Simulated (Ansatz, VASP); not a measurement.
TaC: VASP beside Ansatz

File INCAR:

```
PREC = Accurate
ENCUT = 600
EDIFF = 1E-6
ISMEAR = -1
SIGMA = 0.1
LREAL = False
LASPH = True
NELM = 120
ALGO = Normal
ISIF = 2
LWAVE = False
LCHARG = False
GGA = PS
IVDW = 12
NBANDS = 14
GGA_COMPAT = False
```

File KPOINTS:

```
regular mesh
0
Gamma
  9 9 9
```

The input POSCAR:

```
TaC
1.0
    0.0000000000      2.2230000000      2.2230000000
    2.2230000000      0.0000000000      2.2230000000
    2.2230000000      2.2230000000      0.0000000000
Ta C
1 1
Direct
    0.0000000000      0.0000000000      0.0000000000
    0.5000000000      0.5000000000      0.5000000000
```

Input for Ansatz:

```yaml
crystal:
  lattice:
    - [0.0, 2.223, 2.223]
    - [2.223, 0.0, 2.223]
    - [2.223, 2.223, 0.0]
  atoms:
    - { symbol: Ta, position: [0.0, 0.0, 0.0] }
    - { symbol: C, position: [0.5, 0.5, 0.5] }
basis:
  ecutwfc: 462.593566181796
kpoints:
  mp_grid:
    grid: [9, 9, 9]
hamiltonian:
  xc: pbesol
  dispersion: d3bj
scf:
  occupations:
    method: fermi_dirac
    width: 0.1
output:
  stress: true
```

Alike in both runs: task single point; functional PBEsol; dispersion D3(BJ); k mesh 9 × 9 × 9; occupations fermi-dirac, width 0.1 eV; no spin polarisation.

|  | VASP | Ansatz |
| --- | --- | --- |
| version | VASP 6.6.1 | Ansatz 0.2.0 |
| potentials or method | VASP PAW PBE potentials, release 64 (Ta_pv, C), cutoff 600 eV | plane waves, PAW |
| valence electrons in the cell | 15 | 17 |

```csv
,VASP,Ansatz,Ansatz less VASP
pressure (GPa),-7.3,-8.0,-0.79
```

VASP's potentials were made for PBE, not for PBEsol. VASP's potentials hold 15 valence electrons a cell and Ansatz's 17, so a difference there can come from the potentials and not from the codes.

Spin-orbit coupling is off throughout.
